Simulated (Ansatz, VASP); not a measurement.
# Zr in VASP and in Ansatz

```xyz
1
Lattice="0.0000 2.3226 2.2550 2.3226 0.0000 2.2550 2.3226 2.3226 0.0000" Properties=species:S:1:pos:R:3 pbc="T T T"
Zr    0.0000    0.0000    0.0000
```

Change from the starting cell: strain +0.030 along x and y, +0.000 along z, atoms carried along.

Alike in both runs: task single point; functional LDA; k mesh 18 × 18 × 18; occupations gaussian, width 0.15 eV; no spin polarisation.

```csv
,VASP,Ansatz
version,VASP 6.6.1,Ansatz 0.2.0
potentials or method,"VASP PAW LDA potentials, release 64 (Zr_sv), cutoff 520 eV","scalar-relativistic, plane waves, PAW"
valence electrons in the cell,12,12
```

Ansatz gave:

| Quantity | Value |
| --- | --- |
| gap on the k mesh at the Fermi level (eV) | none |
| pressure (GPa) | -10.1 |
| traceless stress, the component that is largest in VASP (GPa) | 0.61 |

Problem. Which values does VASP return?

Solution. gap on the k mesh at the Fermi level (eV): none; pressure (GPa): -10.0; traceless stress, the component that is largest in VASP (GPa): 0.61.

LDA's correlation is that of Perdew and Zunger in VASP and of Perdew and Wang (1992) in Ansatz. A gap of «none» marks a metal or a gap that the smearing closes.
